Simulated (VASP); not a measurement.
# Sn: single point with r2SCAN

Sn:

```xyz
1
Lattice="-1.4765 1.4765 1.4765 1.4765 -1.4765 1.4765 1.4765 1.4765 -1.4765" Properties=species:S:1:pos:R:3 pbc="T T T"
Sn    0.0000    0.0000    0.0000
```

| Property | Result |
| --- | --- |
| Program | VASP 6.6.1 |
| Task | single point |
| Functional | r2SCAN |
| Potentials or basis | VASP PAW PBE potentials, release 64 (Sn_d) |
| Cutoff | 550 eV |
| k mesh | 8 × 8 × 8 |
| Occupations | gaussian, width 0.1 eV |
| Spin | no spin polarisation |

* Pressure: 230.7 GPa
* Band gap on the k mesh: zero (band 7 reaches 34.14 eV, above the bottom of band 8 at 16.75 eV)

Levels at points of the mesh, in eV from the Fermi level:
```tsv
k point	band 4	band 5	band 6	band 7	band 8	band 9	band 10	band 11
(0.00, 0.00, 0.00)	-23.54	-23.54	-20.28	12.45	12.45	12.45	18.73	18.73
(0.50, 0.00, 0.00)	-23.51	-22.85	-10.60	-7.87	6.65	6.87	12.28	14.78
(0.50, 0.50, 0.50)	-23.03	-23.03	-2.24	-2.24	-2.24	3.97	3.97	4.62
```

It took 23 s on 1 thread of Intel(R) Xeon(R) Platinum 8488C (Sapphire Rapids), on a shared host, peak memory 0.13 GiB.

Caveat: the k points lie up to 0.38 Å⁻¹ apart; the PAW data sets were made with another functional, which shifts forces and pressure a little; spin-orbit coupling is left out, which moves the levels of the heavy elements.
